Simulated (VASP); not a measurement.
Set up this calculation in VASP 6.6.1, as the native input.

```yaml
Task: single point
Functional: PBEsol
Potentials_or_basis: VASP PAW PBE potentials, release 64 (Pd)
Cutoff: 520 eV
k_mesh: 16 × 16 × 16
Occupations: fermi-dirac, width 0.1 eV
Spin: no spin polarisation
Dipole_correction: no
Further_INCAR_settings: ALGO = Normal; EDIFF = 1e-06; NBANDS = 11
```

The structure of Pd lies in POSCAR:

```
Pd
1.0
   -1.5221573212      1.5221573212      1.5221573212
    1.5221573212     -1.5221573212      1.5221573212
    1.5221573212      1.5221573212     -1.5221573212
Pd
1
Direct
    0.0000000000      0.0000000000      0.0000000000
```

This cell differs from its parent crystal: volume scaled by 0.96.

These files were run (other wordings do the same):

INCAR

```
PREC = Accurate
ENCUT = 520
EDIFF = 1E-6
ISMEAR = -1
SIGMA = 0.1
LREAL = False
LASPH = True
NELM = 100
ALGO = Normal
ISIF = 2
LWAVE = False
LCHARG = False
GGA = PS
NBANDS = 11
```

KPOINTS

```
regular mesh
0
Gamma
  16 16 16
```

Potentials or basis: VASP PAW PBE potentials, release 64 (Pd).

Command:

```bash
$ cat potpaw_PBE.64/Pd/POTCAR > POTCAR
$ mpirun -np 1 vasp_std > vasp.out
```

Results of the run:

```yaml
Pressure: 8.5 GPa
Band_gap_on_the_k_mesh: zero (band 5 reaches 11.07 eV, above the bottom of band 6 at 9.25 eV)
```

Caveat: the PAW data sets were made with another functional, which shifts forces and pressure a little.

It took 14 s on 1 thread of Intel(R) Xeon(R) Platinum 8259CL CPU @ 2.50GHz (Skylake/Cascade Lake), on a shared host, peak memory 0.14 GiB.
